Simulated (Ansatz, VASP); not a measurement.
**One calculation of AlInSb2, two programs**

File INCAR:

```
SYSTEM = AlInSb2
PREC = Accurate
ENCUT = 520
EDIFF = 1E-7
ISMEAR = 0
SIGMA = 0.05
LREAL = .False.
LASPH = .True.
NELM = 60
ALGO = Normal
ISIF = 2
LWAVE = .False.
LCHARG = .False.
GGA = CA
NBANDS = 21
```

KPOINTS

```
regular mesh
0
Gamma
  8 8 6
  0 0 0
```

File POSCAR:

```
AlInSb2
1.0
    4.3252226885      0.0000000000      0.0000000000
    0.0000000000      4.3252226885      0.0000000000
    0.0000000000      0.0000000000      6.5972621668
Al In Sb
1 1 2
Direct
    0.0000000000      0.0000000000      0.0000000000
    0.5000000000      0.5000000000      0.5000000000
    0.0000000000      0.5000000000      0.1940770864
    0.5000000000      0.0000000000      0.8059229136
```

Input for Ansatz:

```yaml
crystal:
  lattice:
    - [4.3252226885, 0.0, 0.0]
    - [0.0, 4.3252226885, 0.0]
    - [0.0, 0.0, 6.5972621668]
  atoms:
    - { symbol: Al, position: [0.0, 0.0, 0.0] }
    - { symbol: In, position: [0.5, 0.5, 0.5] }
    - { symbol: Sb, position: [0.0, 0.5, 0.1940770864] }
    - { symbol: Sb, position: [0.5, 0.0, 0.8059229136] }
basis:
  ecutwfc: 420
kpoints:
  mp_grid: { grid: [8, 8, 6] }
hamiltonian:
  xc: lda
  pseudopotentials: { kind: paw }
scf:
  occupations: { method: gaussian, width: 0.05 }
output:
  forces: true
  stress: true
  eigenvalues: true
```

Alike in both runs: task single point; functional LDA; k mesh 8 × 8 × 6; occupations gaussian, width 0.05 eV; no spin polarisation.

```csv
,VASP,Ansatz
version,VASP 6.6.1,Ansatz 0.2.0
potentials or method,"VASP PAW LDA potentials, release 64 (Al, In_d, Sb), cutoff 520 eV","scalar-relativistic, plane waves, PAW"
valence electrons in the cell,26,46
```

|  | VASP | Ansatz | Ansatz less VASP |
| --- | --- | --- | --- |
| gap on the k mesh at the Fermi level (eV) | none | none | - |
| pressure (GPa) | 1.7 | 1.4 | -0.28 |
| traceless stress, the component that is largest in VASP (GPa) | -3.62 | -3.57 | +0.053 |
| rms of the force components (eV/Å) | 0.996 | 0.974 | -0.0221 |

LDA's correlation is that of Perdew and Zunger in VASP and of Perdew and Wang (1992) in Ansatz. Atom by atom the forces differ by 0.022 eV/Å (rms over components). A gap of «none» marks a metal or a gap that the smearing closes. VASP's potentials hold 26 valence electrons a cell and Ansatz's 46, so a difference there can come from the potentials and not from the codes.

Spin-orbit coupling is off throughout.
